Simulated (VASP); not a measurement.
# TePb (Fm-3m) in VASP: notebook

TePb is run at these levels: LDA; tasks: single point, relaxation of cell and atoms.

All numbers are computed with VASP 6.6.1; they aren't measurements. Logs are shortened: lines on timing, memory, paths and dates and some standing lists are left out, and cuts for length are marked.

## Step 1: The cell of the first run

Symmetry: Fm-3m, No. 225, cubic system. The conventional cell has a = 6.379 Å, b = 6.379 Å, c = 6.379 Å, α = 90.00°, β = 90.00°, γ = 90.00°. Within 4.2 Å of Pb (site symmetry m-3m) lie 6 Te at 3.19 Å. Within 4.2 Å of Te (site symmetry m-3m) lie 6 Pb at 3.19 Å.

## Step 2: Single point, LDA

The input, INCAR:

```
ALGO     = Normal         # electronic algorithm
EDIFF    = 1E-6           # SCF threshold, eV
ENCUT    = 500            # plane-wave cutoff, eV
GGA      = CA             # functional
GGA_COMPAT= False        
ISIF     = 2              # what is computed and relaxed
ISMEAR   = 0              # smearing method
LASPH    = True           # aspherical terms in the spheres
LCHARG   = True           # write CHGCAR
LELF     = True           # ELF
LREAL    = False          # projectors in reciprocal space
LVHAR    = True         
LWAVE    = False          # write WAVECAR
NBANDS   = 17             # bands
NELM     = 120            # most SCF steps
PREC     = Accurate       # precision mode
SIGMA    = 0.02           # smearing width, eV
```

The input, KPOINTS:

```
k-points
0
Gamma
  10 10 10
```

The input, POSCAR:

```
TePb
1.0
    0.0000000000      3.1897089014      3.1897089014
    3.1897089014      0.0000000000      3.1897089014
    3.1897089014      3.1897089014      0.0000000000
Pb Te
1 1
Direct
    0.0000000000      0.0000000000      0.0000000000
    0.5000000000      0.5000000000      0.5000000000
```

Potentials or basis: VASP PAW LDA potentials, release 64 (Pb_d, Te).

Command:

```bash
$ cat potpaw_LDA.64/Pb_d/POTCAR potpaw_LDA.64/Te/POTCAR > POTCAR
$ mpirun -np 1 vasp_std > vasp.out
```

OUTCAR:

```text
EDIFF = 1E-6
   ENCUT = 500
   GGA = CA
   ISIF = 2
   ISMEAR = 0
   LASPH = True
   LREAL = False
   NELM = 120
   PREC = Accurate

 ion  position               nearest neighbor table
   1  0.000  0.000  0.000-   2 3.19   2 3.19   2 3.19   2 3.19   2 3.19   2 3.19
   2  0.500  0.500  0.500-   1 3.19   1 3.19   1 3.19   1 3.19   1 3.19   1 3.19

  LATTYP: Found a face centered cubic cell.
 ALAT       =     6.3794178028

  Lattice vectors:

 A1 = (   0.0000000000,   3.1897089014,   3.1897089014)
 A2 = (   3.1897089014,   0.0000000000,   3.1897089014)
 A3 = (   3.1897089014,   3.1897089014,   0.0000000000)

Analysis of symmetry for initial positions (statically):
=====================================================================
 Subroutine PRICEL returns:
 Original cell was already a primitive cell.

 Routine SETGRP: Setting up the symmetry group for a
 face centered cubic supercell.

 Subroutine GETGRP returns: Found 48 space group operations
 (whereof 48 operations were pure point group operations)
 out of a pool of 48 trial point group operations.

The static configuration has the point symmetry O_h .

Analysis of symmetry for dynamics (positions and initial velocities):
=====================================================================
 Subroutine PRICEL returns:
 Original cell was already a primitive cell.

 Routine SETGRP: Setting up the symmetry group for a
 face centered cubic supercell.

 Subroutine GETGRP returns: Found 48 space group operations
 (whereof 48 operations were pure point group operations)
 out of a pool of 48 trial point group operations.

The dynamic configuration has the point symmetry O_h .

 Subroutine INISYM returns: Found 48 space group operations
 (whereof 48 operations are pure point group operations),
 and found     1 'primitive' translations

----------------------------------------------------------------------------------------

                                     Primitive cell

  volume of cell :      64.9057

  direct lattice vectors                    reciprocal lattice vectors
     0.000000000  3.189708901  3.189708901    -0.156754116  0.156754116  0.156754116
     3.189708901  0.000000000  3.189708901     0.156754116 -0.156754116  0.156754116
     3.189708901  3.189708901  0.000000000     0.156754116  0.156754116 -0.156754116

  length of vectors
     4.510929588  4.510929588  4.510929588     0.271506094  0.271506094  0.271506094

  position of ions in fractional coordinates (direct lattice)
[... 79 lines left out ...]
   EDIFF  = 0.1E-05   stopping-criterion for ELM
   LREAL  =      F    real-space projection
   EDIFFG = 0.1E-04   stopping-criterion for IOM
   NSW    =      0    number of steps for IOM
   IBRION =     -1    ionic relax: 0-MD 1-quasi-New 2-CG
   NFREE  =      0    steps in history (QN), initial steepest desc. (CG)
   ISIF   =      2    stress and relaxation
   ISYM   =      2    0-nonsym 1-usesym 2-fastsym
   POTIM  = 0.5000    time-step for ionic-motion
   TEBEG  =    0.0;   TEEND  =   0.0 temperature during run
   PSTRESS=    0.0 pullay stress
   NELECT =      20.0000    total number of electrons
   NUPDOWN=      -1.0000    fix difference up-down
   EMIN   =  10.00;   EMAX   =-10.00  energy-range for DOS
   EFERMI =   0.00;   METHOD = LEGACY
   ISMEAR =     0;   SIGMA  =   0.02  broadening in eV -4-tet -1-fermi 0-gaus
   EFERMI_NEDOS =   21; number of points for ismear=-14 and -15
   IALGO  =     38    algorithm
   IMIX   =      4    mixing-type and parameters
     AMIX     =   0.40;   BMIX     =  1.00
     AMIX_MAG =   1.60;   BMIX_MAG =  1.00
  volume/ion in A,a.u.               =      32.45       219.00
  Fermi-wavevector in a.u.,A,eV,Ry     =   1.105750  2.089565 16.635626  1.222684
  Thomas-Fermi vector in A             =   2.242242
   LORBIT       =      0    0 simple, 1 ext, 2 COOP (PROOUT), +10 PAW based schemes
   GGA     = CA    functional components
   LHFCALC =     F    Hartree Fock is set to
   AEXX    =    0.0000 exact exchange contribution
   IVDW    =     0    specifies the selected vdW correction
   LEPSILON=     F    determine dielectric tensor
   LRPA    =     F    only Hartree local field effects (RPA)
 non-spin polarized calculation
 Gauss-broadening in eV      SIGMA  =   0.02
  energy-cutoff  :      500.00
  volume of cell :       64.91
 maximum number of plane-waves:      1676
 NGX is ok and might be reduce to    36
   NGX = 17   NGY = 17   NGZ = 17

 number of electron      19.9999999 magnetization

 Free energy of the ion-electron system (eV)
  ---------------------------------------------------
  ext. energy  EPLUGINS =         0.00000000
  ---------------------------------------------------
  free energy    TOTEN  =        -8.77504039 eV

  energy without entropy =       -8.77504039  energy(sigma->0) =       -8.77504039

 E-fermi :   6.0455     XC(G=0):  -9.7445

 val. band max:        5.9361939389   @ k =   0.5000   0.0000   0.0000
 cond. band min:       6.4894178305   @ k =   0.5000   0.0000   0.0000
 fundamental gap:      0.5532238916
 Fermi energy:         6.0455462640

 k-point     1 :       0.0000    0.0000    0.0000
  band No.  band energies     occupation
      1     -10.8117      2.00000
      2     -10.8117      2.00000
      3     -10.7947      2.00000
      4     -10.7947      2.00000
      5     -10.7947      2.00000
      6      -6.4555      2.00000
[... 457 lines left out ...]
      4     -10.7715      2.00000
      5     -10.7703      2.00000
      6      -5.1058      2.00000
[... 9 lines left out ...]
     16      15.6058      0.00000
     17      16.0862      0.00000

 [... further k-points ...]

------------------------ aborting loop because EDIFF is reached ----------------------------------------

  FORCE on cell =-STRESS in cart. coord.  units (eV):
  Direction    XX          YY          ZZ          XY          YZ          ZX
  --------------------------------------------------------------------------------------
  -------------------------------------------------------------------------------------
  Total        0.0358753      0.0358753      0.0358753      0.0000000      0.0000000     -0.0000000
  in kB        0.8855690      0.8855690      0.8855690      0.0000000      0.0000000     -0.0000000
  external PRESSURE =       0.8855690 kB  Pullay stress =       0.0000000 kB

 VOLUME and BASIS-vectors are now :
 -----------------------------------------------------------------------------
  energy-cutoff  :      500.00
  volume of cell :       64.91
      direct lattice vectors                 reciprocal lattice vectors
     0.000000000  3.189708901  3.189708901    -0.156754116  0.156754116  0.156754116
     3.189708901  0.000000000  3.189708901     0.156754116 -0.156754116  0.156754116
     3.189708901  3.189708901  0.000000000     0.156754116  0.156754116 -0.156754116

 POSITION                                       TOTAL-FORCE (eV/Angst)
 -----------------------------------------------------------------------------------
      0.00000      0.00000      0.00000         0.000000      0.000000      0.000000
      3.18971      3.18971      3.18971         0.000000      0.000000     -0.000000
 -----------------------------------------------------------------------------------
    total drift:                               -0.000000      0.000000      0.000000

  FREE ENERGIE OF THE ION-ELECTRON SYSTEM (eV)
  ---------------------------------------------------
  free  energy   TOTEN  =        -8.7750403860 eV

  energy  without entropy=       -8.7750403860  energy(sigma->0) =       -8.77504039
```

OSZICAR:

```text
N       E                     dE             d eps       ncg     rms          rms(c)
DAV:   1     0.146535901948E+03    0.14654E+03   -0.89873E+03  1622   0.110E+03
DAV:   2     0.936496291414E+00   -0.14560E+03   -0.14088E+03  1735   0.293E+02
DAV:   3    -0.862423138526E+01   -0.95607E+01   -0.95082E+01  2034   0.811E+01
DAV:   4    -0.888039512923E+01   -0.25616E+00   -0.25599E+00  2003   0.147E+01
DAV:   5    -0.888998281792E+01   -0.95877E-02   -0.95873E-02  2303   0.257E+00    0.365E+00
DAV:   6    -0.878325865348E+01    0.10672E+00   -0.22263E-01  2359   0.354E+00    0.228E+00
DAV:   7    -0.877576532949E+01    0.74933E-02   -0.63399E-02  2202   0.128E+00    0.906E-01
DAV:   8    -0.877511359466E+01    0.65173E-03   -0.73747E-03  2018   0.832E-01    0.106E-01
DAV:   9    -0.877504499447E+01    0.68600E-04   -0.91655E-04  2416   0.289E-01    0.332E-02
DAV:  10    -0.877503984755E+01    0.51469E-05   -0.58532E-05  2092   0.595E-02    0.236E-02
DAV:  11    -0.877504026706E+01   -0.41951E-06   -0.13447E-05  2177   0.226E-02    0.882E-03
DAV:  12    -0.877504038603E+01   -0.11897E-06   -0.10139E-06  1185   0.105E-02
   1 F= -.87750404E+01 E0= -.87750404E+01  d E =-.469198E-17
```

stdout:

```text
POSCAR found type information on POSCAR PbTe
 POSCAR found :  2 types and       2 ions
 scaLAPACK will be used
 LDA part: xc-table for (Slater(with rela. corr.)+CA(PZ))
 , standard interpolation
 POSCAR, INCAR and KPOINTS ok, starting setup
 FFT: planning ... GRIDC
 FFT: planning ... GRID_SOFT
 FFT: planning ... GRID
 WAVECAR not read
 entering main loop
```

Run time: 51 s. Hardware: 1 thread of Intel Xeon Platinum 8259CL at 2.50GHz (Skylake/Cascade Lake), shared host; peak memory 0.2 GiB.

Results:

```
Free energy            : -8.7750 eV
Pressure               : 0.1 GPa
Band gap on the k mesh : 0.55 eV
```

Caveat: spin-orbit coupling is left out, which moves the levels of the heavy elements. A k mesh can miss the band edges.

## Step 3: Relaxation of cell and atoms, LDA

This run uses another cell than the first one, of 34.99 Å³/atom.

The input, INCAR:

```
  PREC = Accurate
  ENCUT = 500
  EDIFF = 1E-7
  ISMEAR = 0
  SIGMA = 0.02
  LREAL = F
  LASPH = T
  NELM = 120
  ALGO = Normal
  ISIF = 3
  LWAVE = F
  LCHARG = F
  IBRION = 2
  NSW = 100
  EDIFFG = -0.002
  GGA_COMPAT = F
  NELMIN = 4
```

The input, KPOINTS:

```
regular mesh
0
Gamma
  8 8 8
```

The input, POSCAR:

```
TePb
1.0
    0.0000000000      3.2708968100      3.2708968100
    3.2708968100      0.0000000000      3.2708968100
    3.2708968100      3.2708968100      0.0000000000
Pb Te
1 1
Direct
    0.0000000000      0.0000000000      0.0000000000
    0.5000000000      0.5000000000      0.5000000000
```

Potentials or basis: VASP PAW LDA potentials, release 64 (Pb_d, Te).

Command:

```bash
$ cat potpaw_LDA.64/Pb_d/POTCAR potpaw_LDA.64/Te/POTCAR > POTCAR
$ mpirun -np 1 vasp_std > vasp.out
```

OUTCAR:

```text
PREC = Accurate
   ENCUT = 500
   EDIFF = 1E-7
   ISMEAR = 0
   LREAL = F
   LASPH = T
   NELM = 120
   ISIF = 3
   IBRION = 2
   NSW = 100
   EDIFFG = -0.002
   NELMIN = 4

 ion  position               nearest neighbor table
   1  0.000  0.000  0.000-   2 3.27   2 3.27   2 3.27   2 3.27   2 3.27   2 3.27
   2  0.500  0.500  0.500-   1 3.27   1 3.27   1 3.27   1 3.27   1 3.27   1 3.27

  LATTYP: Found a face centered cubic cell.
 ALAT       =     6.5417936200

  Lattice vectors:

 A1 = (   0.0000000000,   3.2708968100,   3.2708968100)
 A2 = (   3.2708968100,   0.0000000000,   3.2708968100)
 A3 = (   3.2708968100,   3.2708968100,   0.0000000000)

Analysis of symmetry for initial positions (statically):
=====================================================================
 Subroutine PRICEL returns:
 Original cell was already a primitive cell.

 Routine SETGRP: Setting up the symmetry group for a
 face centered cubic supercell.

 Subroutine GETGRP returns: Found 48 space group operations
 (whereof 48 operations were pure point group operations)
 out of a pool of 48 trial point group operations.

The static configuration has the point symmetry O_h .

Analysis of symmetry for dynamics (positions and initial velocities):
=====================================================================
 Subroutine PRICEL returns:
 Original cell was already a primitive cell.

 Routine SETGRP: Setting up the symmetry group for a
 face centered cubic supercell.

 Subroutine GETGRP returns: Found 48 space group operations
 (whereof 48 operations were pure point group operations)
 out of a pool of 48 trial point group operations.

The dynamic configuration has the point symmetry O_h .

 Subroutine INISYM returns: Found 48 space group operations
 (whereof 48 operations are pure point group operations),
 and found     1 'primitive' translations

----------------------------------------------------------------------------------------

[... 130 lines left out ...]
   NGX = 17   NGY = 17   NGZ = 17

--------------------------------------- Ionic step        1  -------------------------------------------

 number of electron      20.0000001 magnetization

 Free energy of the ion-electron system (eV)
  ---------------------------------------------------
  ext. energy  EPLUGINS =         0.00000000
  ---------------------------------------------------
  free energy    TOTEN  =        -8.72600161 eV

  energy without entropy =       -8.72600161  energy(sigma->0) =       -8.72600161

------------------------ aborting loop because EDIFF is reached ----------------------------------------

  FORCE on cell =-STRESS in cart. coord.  units (eV):
  Direction    XX          YY          ZZ          XY          YZ          ZX
  --------------------------------------------------------------------------------------
  -------------------------------------------------------------------------------------
  Total       -1.3274984     -1.3274984     -1.3274984     -0.0000000     -0.0000000      0.0000000
  in kB      -30.3888360    -30.3888360    -30.3888360     -0.0000000     -0.0000000      0.0000000
  external PRESSURE =     -30.3888360 kB  Pullay stress =       0.0000000 kB
[... 59 lines left out ...]
--------------------------------------- Ionic step        3  -------------------------------------------

 number of electron      19.9999999 magnetization

 Free energy of the ion-electron system (eV)
  ---------------------------------------------------
  ext. energy  EPLUGINS =         0.00000000
  ---------------------------------------------------
  free energy    TOTEN  =        -8.77598627 eV

  energy without entropy =       -8.77598627  energy(sigma->0) =       -8.77598627

 E-fermi :   6.0069     XC(G=0):  -9.7347

 val. band max:        5.9055942832   @ k =   0.5000   0.0000   0.0000
 cond. band min:       6.4635238258   @ k =   0.5000   0.0000   0.0000
 fundamental gap:      0.5579295427
 Fermi energy:         6.0069322706

 k-point     1 :       0.0000    0.0000    0.0000
  band No.  band energies     occupation
      1     -10.8387      2.00000
      2     -10.8387      2.00000
      3     -10.8219      2.00000
      4     -10.8219      2.00000
      5     -10.8219      2.00000
      6      -6.4659      2.00000
      7       0.3172      2.00000
      8       4.4121      2.00000
      9       4.4121      2.00000
     10       4.4121      2.00000
     11       9.9257      0.00000
     12       9.9257      0.00000
     13       9.9257      0.00000
     14      11.5953      0.00000
[... 377 lines left out ...]
      1     -10.8746      2.00000
      2     -10.8483      2.00000
      3     -10.8150      2.00000
      4     -10.8081      2.00000
      5     -10.7983      2.00000
      6      -4.7177      2.00000
      7      -2.6544      2.00000
      8       2.9051      2.00000
      9       3.1309      2.00000
     10       5.3852      2.00000
     11       7.0846      0.00000
     12       9.4333      0.00000
     13       9.9355      0.00000
     14      12.6285      0.00000

 [... further k-points ...]
[... 5 lines left out ...]
  --------------------------------------------------------------------------------------
  -------------------------------------------------------------------------------------
  Total       -0.0020195     -0.0020195     -0.0020195      0.0000000      0.0000000      0.0000000
  in kB       -0.0497400     -0.0497400     -0.0497400      0.0000000      0.0000000      0.0000000
  external PRESSURE =      -0.0497400 kB  Pullay stress =       0.0000000 kB
[... 17 lines left out ...]
  FREE ENERGIE OF THE ION-ELECTRON SYSTEM (eV)
  ---------------------------------------------------
  free  energy   TOTEN  =        -8.7759862733 eV

  energy  without entropy=       -8.7759862733  energy(sigma->0) =       -8.77598627

 reached required accuracy - stopping structural energy minimisation
```

OSZICAR:

```text
N       E                     dE             d eps       ncg     rms          rms(c)
DAV:   1     0.149791446676E+03    0.14979E+03   -0.89195E+03   812   0.132E+03
DAV:   2     0.234908966866E+01   -0.14744E+03   -0.14426E+03   866   0.330E+02
DAV:   3    -0.858691718939E+01   -0.10936E+02   -0.10752E+02  1082   0.981E+01
DAV:   4    -0.886209951584E+01   -0.27518E+00   -0.27509E+00   998   0.187E+01
[... 25 lines left out ...]
DAV:   4    -0.877600101516E+01   -0.29673E-04   -0.11718E-03   818   0.379E-01    0.103E-01
DAV:   5    -0.877599299048E+01    0.80247E-05   -0.28420E-04  1048   0.184E-01    0.314E-02
DAV:   6    -0.877598652840E+01    0.64621E-05   -0.27760E-05  1052   0.956E-02    0.777E-03
DAV:   7    -0.877598627025E+01    0.25815E-06   -0.14501E-06   826   0.140E-02    0.133E-03
DAV:   8    -0.877598627329E+01   -0.30404E-08   -0.43475E-08   436   0.268E-03
   3 F= -.87759863E+01 E0= -.87759863E+01  d E =-.499847E-01
```

Wall time 63 s (1 thread of Intel Xeon Platinum 8259CL at 2.50GHz (Skylake/Cascade Lake), shared host); peak memory 0.19 GiB.

What came out:

* Free energy: -8.7760 eV
* Relaxed volume: 32.52 Å³/atom
* Relaxed cell: a = 4.514 Å, b = 4.514 Å, c = 4.514 Å, α = 60.00°, β = 60.00°, γ = 60.00°
* Space group after relaxing (to 0.1 Å): Fm-3m (No. 225)
* Energy gained by relaxing: 25.0 meV/atom
* Ionic steps: 3
* Pressure after relaxing: 0.0 GPa
* Band gap on the k mesh: 0.56 eV

Step by step:
| step | energy change (eV) | largest force (eV/Å) | pressure (GPa) | volume (Å³) |
| --- | --- | --- | --- | --- |
| 1 | 0.0000 | 0.0000 | -3.04 | 69.99 |
| 2 | -0.0439 | 0.0000 | 1.27 | 63.48 |
| 3 | -0.0500 | 0.0000 | 0.00 | 65.05 |

Final structure:
```
Pb Te
1.0
     0.00000    3.19206    3.19206
     3.19206    0.00000    3.19206
     3.19206    3.19206    0.00000
Pb Te
1 1
Direct
  0.00000 0.00000 0.00000
  0.50000 0.50000 0.50000
```

Caveat: spin-orbit coupling is left out, which moves the levels of the heavy elements. A k mesh can miss the band edges.

[end of part 1 of 2]
